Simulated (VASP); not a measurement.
Wanted: the native input for a VASP 6.6.1 run.

```
Task                   : single point
Functional             : PBE
Dispersion             : D4
Potentials or basis    : VASP PAW PBE potentials, release 64 (Mo_sv, Si)
Cutoff                 : 520 eV
k mesh                 : 7 × 7 × 4
Occupations            : fermi-dirac, width 0.05 eV
Spin                   : no spin polarisation
Dipole correction      : no
Further INCAR settings : ALGO = Normal; EDIFF = 1e-06; NBANDS = 43
```

The structure of Si2Mo lies in POSCAR:

```
Si2Mo
1.0
    4.5659156439      0.0000000000      0.0000000000
   -2.2829578220      3.9541989392      0.0000000000
    0.0000000000      0.0000000000      6.5539414595
Mo Si
3 6
Direct
    0.5000000000      0.5000000000      0.8333333333
    0.0000000000      0.5000000000      0.1666666667
    0.5000000000      0.0000000000      0.5000000000
    0.1639820641      0.3279641283      0.5000000000
    0.6720358717      0.8360179359      0.1666666667
    0.8360179359      0.1639820641      0.8333333333
    0.8360179359      0.6720358717      0.5000000000
    0.3279641283      0.1639820641      0.1666666667
    0.1639820641      0.8360179359      0.8333333333
```

The input as run:

INCAR

```
SYSTEM = Si2Mo
  PREC = Accurate
  ENCUT = 520
  EDIFF = 1E-6
  ISMEAR = -1
  SIGMA = 0.05
  LREAL = .FALSE.
  LASPH = .TRUE.
  NELM = 60
  ALGO = Normal
  ISIF = 2
  LWAVE = .FALSE.
  LCHARG = .FALSE.
  GGA = PE
  IVDW = 13
  NBANDS = 43
```

KPOINTS

```
Automatic mesh
0
G
  7 7 4
  0 0 0
```

Potentials or basis: VASP PAW PBE potentials, release 64 (Mo_sv, Si).

The run is started by

```bash
$ cat potpaw_PBE.64/Mo_sv/POTCAR potpaw_PBE.64/Si/POTCAR > POTCAR
$ mpirun -np 1 vasp_std > vasp.out
```

It gave:

- Pressure: 0.1 GPa
- Largest force: 0.008 eV/Å
- Band gap on the k mesh: 0.26 eV (least direct gap 0.65 eV)
- Dispersion energy per atom: -0.563 eV

Caveat: an odd mesh through Γ misses points on the zone boundary, where band edges can lie.

It took 110 s on 1 thread of Intel(R) Xeon(R) Platinum 8124M CPU @ 3.00GHz (Skylake/Cascade Lake), with other jobs on the host, peak memory 0.29 GiB.
